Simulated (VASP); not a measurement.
The system is TiO2.

```
Ti O
1.0
    -1.89250    1.89250    4.75700
     1.89250   -1.89250    4.75700
     1.89250    1.89250   -4.75700
Ti O
2 4
Cartesian
  0.0000 0.0000 0.0000
  0.0000 1.8925 2.3785
  0.0000 0.0000 1.9656
  0.0000 1.8925 4.3441
  0.0000 1.8925 0.4129
  0.0000 0.0000 7.5484
```

Base run:

```yaml
Program: VASP 6.6.1
Functional: PBE
Potentials_or_basis: VASP PAW PBE potentials, release 64 (Ti_sv, O)
Cutoff: 520 eV
k_mesh: 5 × 5 × 7
Occupations: fermi-dirac, width 0.1 eV
Spin: collinear spin, ferromagnetic start
Starting_moments: "[1.0, 1.0, 0.0, 0.0, 0.0, 0.0] μB"
Fixed_moment: 2 μB
```

Its results: pressure 17.1 GPa; net moment 2.00 μB per cell; largest force 0.890 eV/Å.

Task: The run is repeated on the same cell with these changes: fixed moment from 2 μB to none. What comes out?

Result: Pressure 6.7 GPa; net moment 0.00 μB per cell; largest force 0.361 eV/Å.

Caveats: the total moment is fixed, so each spin has its own Fermi level (some runs).
